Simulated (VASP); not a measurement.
Write the native input for VASP 6.6.1 that does the following.

```yaml
Task: relaxation of cell and atoms
Functional: PBE
Potentials_or_basis: VASP PAW PBE potentials, release 64 (Mg, Zr_sv, O)
Cutoff: 600 eV
k_mesh: 6 × 6 × 6
Occupations: gaussian, width 0.1 eV
Spin: no spin polarisation
Dipole_correction: no
Further_INCAR_settings: ALGO = Normal; EDIFF = 1e-06; IBRION = 2; EDIFFG = -0.04; NSW = 90; ISIF = 3
```

The structure of MgZr2O2 lies in POSCAR:

```
MgZr2O2
1.0
   -2.3528880400      2.3528880400      3.3030921500
    2.3528880400     -2.3528880400      3.3030921500
    2.3528880400      2.3528880400     -3.3030921500
Mg Zr O
1 2 2
Direct
    0.5000000000      0.5000000000      0.0000000000
    0.5000000000      0.0000000000      0.5000000000
    0.0000000000      0.5000000000      0.5000000000
    0.7500000000      0.2500000000      0.5000000000
    0.2500000000      0.7500000000      0.5000000000
```

The cell was built from a structure type or drawn by symmetry, and may not be a known phase.

The input as run:

INCAR

```
SYSTEM = MgZr2O2
ALGO = Normal ; EDIFF = 1E-6
EDIFFG = -0.04 ; ENCUT = 600
GGA = PE ; IBRION = 2
ISIF = 3 ; ISMEAR = 0
LASPH = .TRUE. ; LCHARG = .FALSE.
LREAL = .FALSE. ; LWAVE = .FALSE.
NELM = 100 ; NSW = 90
PREC = Accurate ; SIGMA = 0.1
```

KPOINTS

```
k-points
0
G
  6 6 6
  0 0 0
```

Potentials or basis: VASP PAW PBE potentials, release 64 (Mg, Zr_sv, O).

Command:

```console
$ cat potpaw_PBE.64/Mg/POTCAR potpaw_PBE.64/Zr_sv/POTCAR potpaw_PBE.64/O/POTCAR > POTCAR
$ mpirun -np 1 vasp_std > vasp.out
```

Results of the run:

```yaml
Relaxed_volume: 26.22 Å³/atom
Relaxed_cell: a = 5.685 Å, b = 5.685 Å, c = 5.685 Å, α = 119.40°, β = 119.40°, γ = 91.05°
Space_group_after_relaxing_to_0.1_Å: I4/mmm (No. 139)
Pressure_after_relaxing: -0.1 GPa
Band_gap_on_the_k_mesh: zero (bands 19 and 20 overlap by 0.06 eV)
```

Caveat: the volume moved by over 15 % at a fixed basis, so the end points are rough.

Run time: 32 min on 1 thread of AMD EPYC 7R43 64-Core Processor (Zen 3) (shared host), peak memory 0.25 GiB.
